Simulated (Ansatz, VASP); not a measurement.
**Zr3TiN4: VASP beside Ansatz**

Contents of INCAR:

```
  PREC = Accurate
  ENCUT = 520
  EDIFF = 1E-6
  ISMEAR = 0
  SIGMA = 0.1
  LREAL = F
  LASPH = T
  NELM = 60
  ALGO = Normal
  ISIF = 2
  LWAVE = F
  LCHARG = F
  GGA = PE
  NBANDS = 44
```

The input KPOINTS:

```
regular mesh
0
Gamma
  8 8 8
```

The input POSCAR:

```
Zr3TiN4
1.0
    4.4815491480      0.0000000000      0.0000000000
    0.0000000000      4.4815491480      0.0000000000
    0.0000000000      0.0000000000      4.4815491480
Zr Ti N
3 1 4
Direct
    0.0000000000      0.0000000000      0.5000000000
    0.5000000000      0.0000000000      0.0000000000
    0.0000000000      0.5000000000      0.0000000000
    0.5000000000      0.5000000000      0.5000000000
    0.5000000000      0.5000000000      0.0000000000
    0.0000000000      0.5000000000      0.5000000000
    0.5000000000      0.0000000000      0.5000000000
    0.0000000000      0.0000000000      0.0000000000
```

Input for Ansatz:

```yaml
crystal:
  lattice:
    - [4.481549148, 0.0, 0.0]
    - [0.0, 4.481549148, 0.0]
    - [0.0, 0.0, 4.481549148]
  atoms:
    - { symbol: Zr, position: [0.0, 0.0, 0.5] }
    - { symbol: Zr, position: [0.5, 0.0, 0.0] }
    - { symbol: Zr, position: [0.0, 0.5, 0.0] }
    - { symbol: Ti, position: [0.5, 0.5, 0.5] }
    - { symbol: "N", position: [0.5, 0.5, 0.0] }
    - { symbol: "N", position: [0.0, 0.5, 0.5] }
    - { symbol: "N", position: [0.5, 0.0, 0.5] }
    - { symbol: "N", position: [0.0, 0.0, 0.0] }
basis:
  ecutwfc: 420
kpoints:
  mp_grid: { grid: [8, 8, 8] }
hamiltonian:
  xc: pbe
scf:
  occupations: { method: gaussian, width: 0.1 }
output:
  forces: true
  stress: true
  eigenvalues: true
```

Alike in both runs: task single point; functional PBE; k mesh 8 × 8 × 8; occupations gaussian, width 0.1 eV; no spin polarisation.

```csv
,VASP,Ansatz
version,VASP 6.6.1,Ansatz 0.2.0
potentials or method,"VASP PAW PBE potentials, release 64 (Zr_sv, Ti_sv, N), cutoff 520 eV","scalar-relativistic, plane waves, PAW"
valence electrons in the cell,68,68
```

```tsv
	VASP	Ansatz	Ansatz less VASP
gap on the k mesh at the Fermi level (eV)	none	none	-
pressure (GPa)	8.5	8.2	-0.30
```

A gap of «none» marks a metal or a gap that the smearing closes.
